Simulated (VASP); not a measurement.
# SnSe (Pm) in VASP: single point with PBE

Aim: the single point of SnSe with PBE.

Program: VASP 6.6.1. These are calculated values, not measurements. Logs are shortened: lines on timing, memory, paths and dates and some standing lists are left out, and cuts for length are marked.

**1. The cell of the first run**

It takes space group Pm (No. 6, monoclinic). Conventional cell: a = 4.460 Å, b = 4.190 Å, c = 11.420 Å, α = 90.00°, β = 90.00°, γ = 90.00°. Sn (site symmetry m) has 5 Se at 2.68 to 3.24 Å within 3.5 Å. Sn (site symmetry m) has 6 Se at 2.69 to 3.51 Å and 2 Sn at 3.60 Å within 3.6 Å. Sn (site symmetry m) has 6 Se at 2.69 to 3.51 Å and 2 Sn at 3.60 Å within 3.6 Å. Within 3.6 Å of Sn (site symmetry m) lie 6 Se at 2.69 to 3.51 Å and 2 Sn at 3.58 Å. Se (site symmetry m) has 5 Sn at 2.68 to 3.32 Å within 3.5 Å. Within 3.6 Å of Se (site symmetry m) lie 6 Sn at 2.69 to 3.51 Å. Se (site symmetry m) has 6 Sn at 2.69 to 3.56 Å within 3.6 Å. Within 3.6 Å of Se (site symmetry m) lie 6 Sn at 2.69 to 3.51 Å.

**2. Single point, PBE**

INCAR reads:

```
SYSTEM = SnSe
PREC     = Accurate       ! precision mode
ENCUT    = 520            ! plane-wave cutoff, eV
EDIFF    = 1E-7           ! SCF threshold, eV
ISMEAR   = 0              ! smearing method
SIGMA    = 0.02           ! smearing width, eV
LREAL    = .FALSE.        ! projectors in reciprocal space
LASPH    = .TRUE.         ! aspherical terms in the spheres
NELM     = 100            ! most SCF steps
ALGO     = Normal         ! electronic algorithm
ISIF     = 2              ! what is computed and relaxed
LWAVE    = .FALSE.        ! write WAVECAR
LCHARG   = .TRUE.         ! write CHGCAR
GGA      = PE             ! functional
LELF     = .TRUE.         ! ELF
LVHAR    = .TRUE.       
NBANDS   = 50             ! bands
```

KPOINTS reads:

```
regular mesh
0
G
  4 8 8
  0 0 0
```

POSCAR reads:

```
SnSe
1.0
   11.4200000000      0.0000000000      0.0000000000
    0.0000000000      4.1900000000      0.0000000000
    0.0000000000      0.0000000000      4.4600000000
Sn Se
4 4
Direct
    0.8770000000      0.7500000000      0.9314215247
    0.6230000000      0.2500000000      0.4090000000
    0.3770000000      0.7500000000      0.5910000000
    0.1230000000      0.2500000000      0.0910000000
    0.6430000000      0.7500000000      0.9840000000
    0.8570000000      0.2500000000      0.4840000000
    0.1430000000      0.7500000000      0.5160000000
    0.3570000000      0.2500000000      0.0160000000
```

Potentials or basis: VASP PAW PBE potentials, release 64 (Sn_d, Se).

Started as:

```bash
$ cat potpaw_PBE.64/Sn_d/POTCAR potpaw_PBE.64/Se/POTCAR > POTCAR
$ mpirun -np 1 vasp_std > vasp.out
```

OUTCAR:

```text
SYSTEM = SnSe
   PREC = Accurate
   ENCUT = 520
   EDIFF = 1E-7
   ISMEAR = 0
   LREAL = .FALSE.
   LASPH = .TRUE.
   NELM = 100
   ISIF = 2
   GGA = PE

 ion  position               nearest neighbor table
   1  0.877  0.750  0.931-   5 2.68   6 2.90   6 2.90   6 3.24   6 3.24   4 3.58   4 3.58
   2  0.623  0.250  0.409-   6 2.69   5 2.83   5 2.83   3 3.60   3 3.60
   3  0.377  0.750  0.591-   7 2.69   8 2.83   8 2.83   2 3.60   2 3.60
   4  0.123  0.250  0.091-   8 2.69   7 2.83   7 2.83   1 3.58   1 3.58
   5  0.643  0.750  0.984-   1 2.68   2 2.83   2 2.83
   6  0.857  0.250  0.484-   2 2.69   1 2.90   1 2.90   1 3.24   1 3.24
   7  0.143  0.750  0.516-   3 2.69   4 2.83   4 2.83
   8  0.357  0.250  0.016-   4 2.69   3 2.83   3 2.83

  LATTYP: Found a simple orthorhombic cell.
 ALAT       =     4.1900000000
 B/A-ratio  =     1.0644391408
 C/A-ratio  =     2.7255369928

  Lattice vectors:

 A1 = (   0.0000000000,   4.1900000000,   0.0000000000)
 A2 = (   0.0000000000,   0.0000000000,   4.4600000000)
 A3 = (  11.4200000000,   0.0000000000,   0.0000000000)

Analysis of symmetry for initial positions (statically):
=====================================================================
 Subroutine PRICEL returns:
 Original cell was already a primitive cell.

 Routine SETGRP: Setting up the symmetry group for a
 simple orthorhombic supercell.

 Subroutine GETGRP returns: Found  2 space group operations
 (whereof  1 operations were pure point group operations)
 out of a pool of  8 trial point group operations.

The static configuration has the point symmetry C_1 .
 The point group associated with its full space group is C_1h.

Analysis of symmetry for dynamics (positions and initial velocities):
=====================================================================
 Subroutine PRICEL returns:
 Original cell was already a primitive cell.

 Routine SETGRP: Setting up the symmetry group for a
 simple orthorhombic supercell.

 Subroutine GETGRP returns: Found  2 space group operations
 (whereof  1 operations were pure point group operations)
 out of a pool of  8 trial point group operations.

The dynamic configuration has the point symmetry C_1 .
 The point group associated with its full space group is C_1h.

 Subroutine INISYM returns: Found  2 space group operations
 (whereof  1 operations are pure point group operations),
 and found     1 'primitive' translations

[... 109 lines left out ...]
   NSW    =      0    number of steps for IOM
   IBRION =     -1    ionic relax: 0-MD 1-quasi-New 2-CG
   NFREE  =      0    steps in history (QN), initial steepest desc. (CG)
   ISIF   =      2    stress and relaxation
   ISYM   =      2    0-nonsym 1-usesym 2-fastsym
   POTIM  = 0.5000    time-step for ionic-motion
   TEBEG  =    0.0;   TEEND  =   0.0 temperature during run
   PSTRESS=    0.0 pullay stress
   NELECT =      80.0000    total number of electrons
   NUPDOWN=      -1.0000    fix difference up-down
   EMIN   =  10.00;   EMAX   =-10.00  energy-range for DOS
   EFERMI =   0.00;   METHOD = LEGACY
   ISMEAR =     0;   SIGMA  =   0.02  broadening in eV -4-tet -1-fermi 0-gaus
   EFERMI_NEDOS =   21; number of points for ismear=-14 and -15
   IALGO  =     38    algorithm
   IMIX   =      4    mixing-type and parameters
     AMIX     =   0.40;   BMIX     =  1.00
     AMIX_MAG =   1.60;   BMIX_MAG =  1.00
  volume/ion in A,a.u.               =      26.68       180.02
  Fermi-wavevector in a.u.,A,eV,Ry     =   1.180411  2.230653 18.957944  1.393370
  Thomas-Fermi vector in A             =   2.316704
   LORBIT       =      0    0 simple, 1 ext, 2 COOP (PROOUT), +10 PAW based schemes
   GGA     = PE    functional components
   LHFCALC =     F    Hartree Fock is set to
   AEXX    =    0.0000 exact exchange contribution
   IVDW    =     0    specifies the selected vdW correction
   LEPSILON=     F    determine dielectric tensor
   LRPA    =     F    only Hartree local field effects (RPA)
 non-spin polarized calculation
 Gauss-broadening in eV      SIGMA  =   0.02
  energy-cutoff  :      520.00
  volume of cell :      213.41
 maximum number of plane-waves:      5784
 NGX is ok and might be reduce to    90
   NGX = 43   NGY = 15   NGZ = 17

 number of electron      79.9999997 magnetization

 Free energy of the ion-electron system (eV)
  ---------------------------------------------------
  ext. energy  EPLUGINS =         0.00000000
  ---------------------------------------------------
  free energy    TOTEN  =       -32.76379494 eV

  energy without entropy =      -32.76379494  energy(sigma->0) =      -32.76379494

 E-fermi :   5.5528     XC(G=0):  -9.7072

 val. band max:        5.4375818413   @ k =   0.0000   0.0000   0.3750
 cond. band min:       6.1450639102   @ k =   0.0000   0.3750   0.0000
 fundamental gap:      0.7074820689
 Fermi energy:         5.5528255643

 k-point     1 :       0.0000    0.0000    0.0000
  band No.  band energies     occupation
      1     -15.9126      2.00000
      2     -15.9027      2.00000
      3     -15.8928      2.00000
      4     -15.8778      2.00000
      5     -15.8755      2.00000
      6     -15.8752      2.00000
[... 1261 lines left out ...]
     49       9.9914      0.00000
     50      10.1942      0.00000

 [... further k-points ...]

------------------------ aborting loop because EDIFF is reached ----------------------------------------

  FORCE on cell =-STRESS in cart. coord.  units (eV):
  Direction    XX          YY          ZZ          XY          YZ          ZX
  --------------------------------------------------------------------------------------
  -------------------------------------------------------------------------------------
  Total        5.6126995      1.9444769      1.3756366      0.0000000      0.0000000     -0.0866335
  in kB       42.1373664     14.5981690     10.3275978      0.0000000      0.0000000     -0.6504011
  external PRESSURE =      22.3543777 kB  Pullay stress =       0.0000000 kB

 VOLUME and BASIS-vectors are now :
 -----------------------------------------------------------------------------
  energy-cutoff  :      520.00
  volume of cell :      213.41
      direct lattice vectors                 reciprocal lattice vectors
    11.420000000  0.000000000  0.000000000     0.087565674  0.000000000  0.000000000
     0.000000000  4.190000000  0.000000000     0.000000000  0.238663484  0.000000000
     0.000000000  0.000000000  4.460000000     0.000000000  0.000000000  0.224215247

 POSITION                                       TOTAL-FORCE (eV/Angst)
 -----------------------------------------------------------------------------------
     10.01534      3.14250      4.15414         0.302396      0.000000     -0.195682
      7.11466      1.04750      1.82414        -0.307290      0.000000      0.036889
      4.30534      3.14250      2.63586         0.325294      0.000000     -0.009615
      1.40466      1.04750      0.40586        -0.308286      0.000000      0.011584
      7.34306      3.14250      4.38864        -0.282200      0.000000     -0.005711
      9.78694      1.04750      2.15864         0.277284      0.000000      0.176588
      1.63306      3.14250      2.30136        -0.269112      0.000000     -0.005282
      4.07694      1.04750      0.07136         0.261915      0.000000     -0.008771
 -----------------------------------------------------------------------------------
    total drift:                               -0.000265     -0.000000      0.000079

  FREE ENERGIE OF THE ION-ELECTRON SYSTEM (eV)
  ---------------------------------------------------
  free  energy   TOTEN  =       -32.7637949374 eV

  energy  without entropy=      -32.7637949374  energy(sigma->0) =      -32.76379494
```

OSZICAR:

```text
N       E                     dE             d eps       ncg     rms          rms(c)
DAV:   1     0.873005659373E+03    0.87301E+03   -0.36731E+04  9568   0.206E+03
DAV:   2     0.119622258698E+03   -0.75338E+03   -0.72989E+03  9008   0.589E+02
DAV:   3    -0.228043588711E+02   -0.14243E+03   -0.13535E+03 10598   0.203E+02
DAV:   4    -0.331499457441E+02   -0.10346E+02   -0.10124E+02 10676   0.544E+01
DAV:   5    -0.334988412982E+02   -0.34890E+00   -0.34737E+00 10522   0.106E+01    0.653E+00
DAV:   6    -0.327725402767E+02    0.72630E+00   -0.12370E+00 12428   0.577E+00    0.408E+00
DAV:   7    -0.327670024281E+02    0.55378E-02   -0.59346E-01 11618   0.281E+00    0.151E+00
DAV:   8    -0.327634105843E+02    0.35918E-02   -0.63568E-02 11662   0.163E+00    0.357E-01
DAV:   9    -0.327636678153E+02   -0.25723E-03   -0.86281E-03 11298   0.628E-01    0.111E-01
DAV:  10    -0.327637417710E+02   -0.73956E-04   -0.95947E-04 12588   0.193E-01    0.604E-02
DAV:  11    -0.327638112609E+02   -0.69490E-04   -0.28586E-04 11312   0.991E-02    0.231E-02
DAV:  12    -0.327637951489E+02    0.16112E-04   -0.35607E-05 11120   0.348E-02    0.918E-03
DAV:  13    -0.327637950279E+02    0.12095E-06   -0.95175E-06 11204   0.122E-02    0.201E-03
DAV:  14    -0.327637951645E+02   -0.13653E-06   -0.43911E-07  8868   0.428E-03    0.104E-03
DAV:  15    -0.327637949628E+02    0.20168E-06   -0.69474E-08  5568   0.173E-03    0.257E-04
DAV:  16    -0.327637949374E+02    0.25397E-07   -0.20522E-08  5202   0.160E-03
   1 F= -.32763795E+02 E0= -.32763795E+02  d E =-.335318E-18
```

stdout:

```text
POSCAR found type information on POSCAR SnSe
 POSCAR found :  2 types and       8 ions
 scaLAPACK will be used
 LDA part: xc-table for (Slater+PW92), standard interpolation
 POSCAR, INCAR and KPOINTS ok, starting setup
 FFT: planning ... GRIDC
 FFT: planning ... GRID_SOFT
 FFT: planning ... GRID
 WAVECAR not read
 entering main loop
```

Wall time 17 min (1 thread of Intel Xeon Platinum 8488C (Sapphire Rapids), shared host); peak memory 0.81 GiB.

Results:

```
Free energy            : -32.7638 eV
Pressure               : 2.2 GPa
Largest force          : 0.360 eV/Å
Band gap on the k mesh : 0.71 eV, indirect (least direct gap 0.95 eV)
```

Forces on the atoms (eV/Å):
```
Sn   0.302  0.000 -0.196
Sn  -0.307  0.000  0.037
Sn   0.325  0.000 -0.010
Sn  -0.308  0.000  0.012
Se  -0.282  0.000 -0.006
Se   0.277  0.000  0.177
Se  -0.269  0.000 -0.005
Se   0.262  0.000 -0.009
```

Stress tensor (GPa, compression positive):
```
 4.21  0.00 -0.07
 0.00  1.46  0.00
-0.07  0.00  1.03
```

Caveat: spin-orbit coupling is left out, which moves the levels of the heavy elements. A k mesh can miss the band edges.
